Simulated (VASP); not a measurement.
# Mo (P6/mmm) in VASP: a series of runs

The runs below take Mo through single point, with PBEsol.

Everything below comes from runs of VASP 6.6.1. Logs are shortened: lines on timing, memory, paths and dates and some standing lists are left out, and cuts for length are marked.

## (1) The cell of the first run

The structure is hexagonal, space group P6/mmm (No. 191). The conventional cell has a = 2.605 Å, b = 2.605 Å, c = 2.554 Å, α = 90.00°, β = 90.00°, γ = 120.00°. Within 3.4 Å of Mo (site symmetry 6/mmm) lie 8 Mo at 2.55 to 2.61 Å.

## (2) Single point, PBEsol (strain -0.050 along x and y, +0.025 along z)

Contents of INCAR:

```
  PREC = Accurate
  ENCUT = 520
  EDIFF = 1E-6
  ISMEAR = 0
  SIGMA = 0.15
  LREAL = F
  LASPH = T
  NELM = 60
  ALGO = Fast
  ISIF = 2
  LWAVE = F
  LCHARG = F
  GGA = PS
  NBANDS = 13
```

Contents of KPOINTS:

```
regular mesh
0
Gamma
  24 24 24
```

Contents of POSCAR:

```
Mo
1.0
    2.6052186534      0.0000000000      0.0000000000
   -1.3026093267      2.2561855362      0.0000000000
    0.0000000000      0.0000000000      2.5543728523
Mo
1
Direct
    0.0000000000      0.0000000000      0.5000000000
```

Potentials or basis: VASP PAW PBE potentials, release 64 (Mo_sv).

Started as:

```bash
cat potpaw_PBE.64/Mo_sv/POTCAR > POTCAR
mpirun -np 1 vasp_std > vasp.out
```

OUTCAR:

```text
PREC = Accurate
   ENCUT = 520
   EDIFF = 1E-6
   ISMEAR = 0
   LREAL = F
   LASPH = T
   NELM = 60
   ISIF = 2
   GGA = PS

 ion  position               nearest neighbor table
   1  0.000  0.000  0.500-

  LATTYP: Found a hexagonal cell.
 ALAT       =     2.6052186534
 C/A-ratio  =     0.9804830965

  Lattice vectors:

 A1 = (   2.6052186534,   0.0000000000,   0.0000000000)
 A2 = (  -1.3026093267,   2.2561855362,   0.0000000000)
 A3 = (   0.0000000000,   0.0000000000,   2.5543728523)

Analysis of symmetry for initial positions (statically):
=====================================================================
 Subroutine PRICEL returns:
 Original cell was already a primitive cell.

 Routine SETGRP: Setting up the symmetry group for a
 hexagonal supercell.

 Subroutine GETGRP returns: Found 24 space group operations
 (whereof 24 operations were pure point group operations)
 out of a pool of 24 trial point group operations.

The static configuration has the point symmetry D_6h.

Analysis of symmetry for dynamics (positions and initial velocities):
=====================================================================
 Subroutine PRICEL returns:
 Original cell was already a primitive cell.

 Routine SETGRP: Setting up the symmetry group for a
 hexagonal supercell.

 Subroutine GETGRP returns: Found 24 space group operations
 (whereof 24 operations were pure point group operations)
 out of a pool of 24 trial point group operations.

The dynamic configuration has the point symmetry D_6h.

 Subroutine INISYM returns: Found 24 space group operations
 (whereof 24 operations are pure point group operations),
 and found     1 'primitive' translations

----------------------------------------------------------------------------------------

                                     Primitive cell

  volume of cell :      15.0142

  direct lattice vectors                    reciprocal lattice vectors
     2.605218653  0.000000000  0.000000000     0.383844941  0.221612980  0.000000000
    -1.302609327  2.256185536  0.000000000     0.000000000  0.443225960  0.000000000
     0.000000000  0.000000000  2.554372852     0.000000000  0.000000000  0.391485526

  length of vectors
     2.605218653  2.605218653  2.554372852     0.443225960  0.443225960  0.391485526

  position of ions in fractional coordinates (direct lattice)
     0.000000000  0.000000000  0.500000000

  ion indices of the primitive-cell ions
   primitive index   ion index
                 1           1

----------------------------------------------------------------------------------------

 KPOINTS: regular mesh

Automatic generation of k-mesh.
 Grid dimensions read from file:
 generate k-points for:   24   24   24

 Generating k-lattice:

  Cartesian coordinates                     Fractional coordinates (reciprocal lattice)
     0.015993539  0.009233874  0.000000000     0.041666667  0.000000000  0.000000000
     0.000000000  0.018467748  0.000000000     0.000000000  0.041666667  0.000000000
     0.000000000  0.000000000  0.016311897     0.000000000  0.000000000  0.041666667

  Length of vectors
     0.018467748  0.018467748  0.016311897

  Shift w.r.t. Gamma in fractional coordinates (k-lattice)
     0.000000000  0.000000000  0.000000000

 Subroutine IBZKPT returns following result:
 ===========================================

 Found    793 irreducible k-points:

 Following reciprocal coordinates:
            Coordinates               Weight
  0.000000  0.000000  0.000000      1.000000
  0.041667  0.000000  0.000000      6.000000
  0.083333  0.000000  0.000000      6.000000
  0.125000  0.000000  0.000000      6.000000
  0.166667  0.000000  0.000000      6.000000
  0.208333  0.000000  0.000000      6.000000
[... 16 lines left out ...]
  0.416667  0.041667  0.000000     12.000000
  0.458333  0.041667  0.000000     12.000000
 [... further k-points ...]
   k-points           NKPTS =    793   k-points in BZ     NKDIM =    793   number of bands    NBANDS=     13
   number of dos      NEDOS =    301   number of ions     NIONS =      1
   total plane-waves  NPLWV =   8000
   dimension x,y,z NGX =    20 NGY =   20 NGZ =   20
   dimension x,y,z NGXF=    40 NGYF=   40 NGZF=   40
   ions per type =               1
   NGX,Y,Z   is equivalent  to a cutoff of  12.76, 12.76, 13.02 a.u.
   NGXF,Y,Z  is equivalent  to a cutoff of  25.53, 25.53, 26.03 a.u.
 SYSTEM =  unknown system
   PREC   = accura    normal or accurate (medium, high low for compatibility)
   ISTART =      0    job   : 0-new  1-cont  2-samecut
   ICHARG =      2    charge: 1-file 2-atom 10-const
   ISPIN  =      1    spin polarized calculation?
   LNONCOLLINEAR =      F non collinear calculations
   LSORBIT =      F    spin-orbit coupling
   LASPH  =      T    aspherical Exc in radial PAW
   ENCUT  =  520.0 eV  38.22 Ry    6.18 a.u.   4.84  4.84  4.75*2*pi/ulx,y,z
   NELM   =     60;   NELMIN=  2; NELMDL= -5     # of ELM steps
   EDIFF  = 0.1E-05   stopping-criterion for ELM
   LREAL  =      F    real-space projection
   EDIFFG = 0.1E-04   stopping-criterion for IOM
   NSW    =      0    number of steps for IOM
   IBRION =     -1    ionic relax: 0-MD 1-quasi-New 2-CG
   NFREE  =      0    steps in history (QN), initial steepest desc. (CG)
   ISIF   =      2    stress and relaxation
   ISYM   =      2    0-nonsym 1-usesym 2-fastsym
   POTIM  = 0.5000    time-step for ionic-motion
   TEBEG  =    0.0;   TEEND  =   0.0 temperature during run
   PSTRESS=    0.0 pullay stress
   NELECT =      14.0000    total number of electrons
   NUPDOWN=      -1.0000    fix difference up-down
   EMIN   =  10.00;   EMAX   =-10.00  energy-range for DOS
   EFERMI =   0.00;   METHOD = LEGACY
   ISMEAR =     0;   SIGMA  =   0.15  broadening in eV -4-tet -1-fermi 0-gaus
   EFERMI_NEDOS =   21; number of points for ismear=-14 and -15
   IALGO  =     68    algorithm
   IMIX   =      4    mixing-type and parameters
     AMIX     =   0.40;   BMIX     =  1.00
     AMIX_MAG =   1.60;   BMIX_MAG =  1.00
  volume/ion in A,a.u.               =      15.01       101.32
  Fermi-wavevector in a.u.,A,eV,Ry     =   1.599373  3.022377 34.803619  2.557994
  Thomas-Fermi vector in A             =   2.696676
   LORBIT       =      0    0 simple, 1 ext, 2 COOP (PROOUT), +10 PAW based schemes
   GGA     = PS    functional components
   LHFCALC =     F    Hartree Fock is set to
   AEXX    =    0.0000 exact exchange contribution
   IVDW    =     0    specifies the selected vdW correction
   LEPSILON=     F    determine dielectric tensor
   LRPA    =     F    only Hartree local field effects (RPA)
 non-spin polarized calculation
 RMM-DIIS sequential band-by-band and
 Gauss-broadening in eV      SIGMA  =   0.15
  energy-cutoff  :      520.00
  volume of cell :       15.01
 maximum number of plane-waves:       426
 NGX is ok and might be reduce to    20
   NGX =  9   NGY =  9   NGZ =  9

 number of electron      14.0000002 magnetization

 Free energy of the ion-electron system (eV)
  ---------------------------------------------------
  ext. energy  EPLUGINS =         0.00000000
  ---------------------------------------------------
  free energy    TOTEN  =       -10.71881412 eV

  energy without entropy =      -10.70882596  energy(sigma->0) =      -10.71382004

 E-fermi :  13.1071     XC(G=0): -13.6590

 val. band max:       13.1038318242   @ k =   0.2917   0.2917   0.2500
 cond. band min:      13.1094205288   @ k =   0.2500   0.0833   0.4167
 fundamental gap:      0.0055887047
 Fermi energy:        13.1070817869

 k-point     1 :       0.0000    0.0000    0.0000
  band No.  band energies     occupation
      1     -48.0045      2.00000
      2     -21.2088      2.00000
      3     -20.9205      2.00000
      4     -20.9205      2.00000
      5       5.8713      2.00000
      6       8.1693      2.00000
      7      11.9667      2.00000
      8      11.9667      2.00000
      9      17.5705      0.00000
     10      17.5705      0.00000
     11      26.3625      0.00000
     12      28.3289      0.00000
     13      35.3447      0.00000

 k-point     2 :       0.0417    0.0000    0.0000
  band No.  band energies     occupation
      1     -47.9980      2.00000
      2     -21.2044      2.00000
      3     -20.9600      2.00000
      4     -20.9292      2.00000
      5       5.9503      2.00000
      6       8.2110      2.00000
      7      11.8804      2.00000
      8      12.0426      2.00000
      9      17.4562      0.00000
     10      17.5534      0.00000
     11      26.5589      0.00000
     12      28.5090      0.00000
     13      34.7552      0.00000

 k-point     3 :       0.0833    0.0000    0.0000
  band No.  band energies     occupation
      1     -47.9790      2.00000
      2     -21.1913      2.00000
      3     -21.0750      2.00000
      4     -20.9544      2.00000
      5       6.1779      2.00000
      6       8.3347      2.00000
      7      11.6462      2.00000
      8      12.2685      2.00000
      9      17.1388      0.00000
     10      17.5038      0.00000
     11      27.1191      0.00000
     12      29.0205      0.00000
     13      33.5623      0.00000
[... 305 lines left out ...]
 k-point    23 :       0.4167    0.0417    0.0000
  band No.  band energies     occupation
      1     -47.6242      2.00000
      2     -22.9520      2.00000
      3     -21.4144      2.00000
      4     -20.9524      2.00000
      5       7.5191      2.00000
      6       9.7891      2.00000
      7      13.4465      0.00137
      8      14.1065      0.00000
      9      16.6277      0.00000
     10      18.1749      0.00000
     11      25.0421      0.00000
     12      27.9865      0.00000
     13      30.3362      0.00000

 k-point    24 :       0.4583    0.0417    0.0000
  band No.  band energies     occupation
      1     -47.6105      2.00000
      2     -23.0169      2.00000
      3     -21.4309      2.00000
      4     -20.9433      2.00000
      5       7.4438      2.00000
      6       9.9025      2.00000
      7      13.3447      0.02505
      8      14.3987      0.00000
      9      16.5977      0.00000
     10      18.5408      0.00000
     11      24.9360      0.00000
     12      27.6268      0.00000
     13      29.8865      0.00000

 [... further k-points ...]
[... 5 lines left out ...]
  --------------------------------------------------------------------------------------
  -------------------------------------------------------------------------------------
  Total        3.1714270      3.1714270      0.2071204     -0.0000000     -0.0000000     -0.0000000
  in kB      338.4246766    338.4246766     22.1019314     -0.0000000     -0.0000000     -0.0000000
  external PRESSURE =     232.9837615 kB  Pullay stress =       0.0000000 kB

 VOLUME and BASIS-vectors are now :
 -----------------------------------------------------------------------------
  energy-cutoff  :      520.00
  volume of cell :       15.01
      direct lattice vectors                 reciprocal lattice vectors
     2.605218653  0.000000000  0.000000000     0.383844941  0.221612980  0.000000000
    -1.302609327  2.256185536  0.000000000     0.000000000  0.443225960  0.000000000
     0.000000000  0.000000000  2.554372852     0.000000000  0.000000000  0.391485526

 POSITION                                       TOTAL-FORCE (eV/Angst)
 -----------------------------------------------------------------------------------
      0.00000      0.00000      1.27719         0.000000      0.000000      0.000000
 -----------------------------------------------------------------------------------
    total drift:                               -0.000000      0.000000     -0.000000

  FREE ENERGIE OF THE ION-ELECTRON SYSTEM (eV)
  ---------------------------------------------------
  free  energy   TOTEN  =       -10.7188141175 eV

  energy  without entropy=      -10.7088259581  energy(sigma->0) =      -10.71382004
```

Run time: 46 s. Hardware: 1 thread of Intel Xeon 6975P-C (Granite Rapids), shared host; peak memory 0.25 GiB.

What came out:

```yaml
Free_energy: -10.7188 eV
Pressure: 23.3 GPa
Band_gap_on_the_k_mesh: zero (band 7 reaches 14.08 eV, above the bottom of band 8 at 11.97 eV)
```

Caveat: the cell differs from its parent crystal (strain -0.050 along x and y, +0.025 along z); the PAW data sets were made with another functional, which shifts forces and pressure a little.

## (3) Single point, PBEsol (strain -0.025 along x and y, -0.025 along z)

Contents of INCAR:

```
SYSTEM = Mo
ALGO = Fast
EDIFF = 1E-6
ENCUT = 520
GGA = PS
ISIF = 2
ISMEAR = 0
LASPH = .TRUE.
LCHARG = .FALSE.
LREAL = .FALSE.
LWAVE = .FALSE.
NBANDS = 13
NELM = 80
PREC = Accurate
SIGMA = 0.15
```

Contents of KPOINTS:

```
k-points
0
G
  24 24 24
  0 0 0
```

Contents of POSCAR:

```
Mo
1.0
    2.6737770390      0.0000000000      0.0000000000
   -1.3368885195      2.3155588398      0.0000000000
    0.0000000000      0.0000000000      2.4297692985
Mo
1
Direct
    0.0000000000      0.0000000000      0.5000000000
```

Potentials or basis: VASP PAW PBE potentials, release 64 (Mo_sv).

Started as:

```bash
cat potpaw_PBE.64/Mo_sv/POTCAR > POTCAR
mpirun -np 1 vasp_std > vasp.out
```

Wall time 42 s (1 thread of Intel Xeon 6975P-C (Granite Rapids), shared host); peak memory 0.24 GiB.

It converged, with:

```
Free energy            : -10.8019 eV
Pressure               : 21.1 GPa
Band gap on the k mesh : zero (band 7 reaches 14.12 eV, above the bottom of band 8 at 11.80 eV)
```

Stress tensor (GPa, compression positive):
```
20.89  0.00  0.00
 0.00 20.89  0.00
 0.00  0.00 21.57
```

Levels at points of the mesh, in eV from the Fermi level:
| k point | band 3 | band 4 | band 5 | band 6 | band 7 | band 8 | band 9 | band 10 | band 11 | band 12 |
| --- | --- | --- | --- | --- | --- | --- | --- | --- | --- | --- |
| (0.00, 0.00, 0.00) | -34.06 | -33.75 | -7.05 | -4.86 | -1.07 | -1.07 | 4.90 | 4.90 | 12.88 | 17.40 |
| (0.50, 0.00, 0.00) | -34.46 | -33.56 | -5.44 | -3.53 | 1.25 | 1.52 | 4.17 | 4.88 | 11.20 | 13.97 |
| (0.00, 0.00, 0.50) | -33.81 | -33.81 | -3.67 | 0.01 | 0.01 | 0.40 | 0.59 | 0.59 | 12.23 | 16.48 |
| (0.50, 0.00, 0.50) | -35.39 | -34.18 | -6.12 | -3.56 | -0.82 | 5.37 | 6.88 | 7.18 | 8.16 | 17.52 |

Caveat: the cell differs from its parent crystal (strain -0.025 along x and y, -0.025 along z); the PAW data sets were made with another functional, which shifts forces and pressure a little.
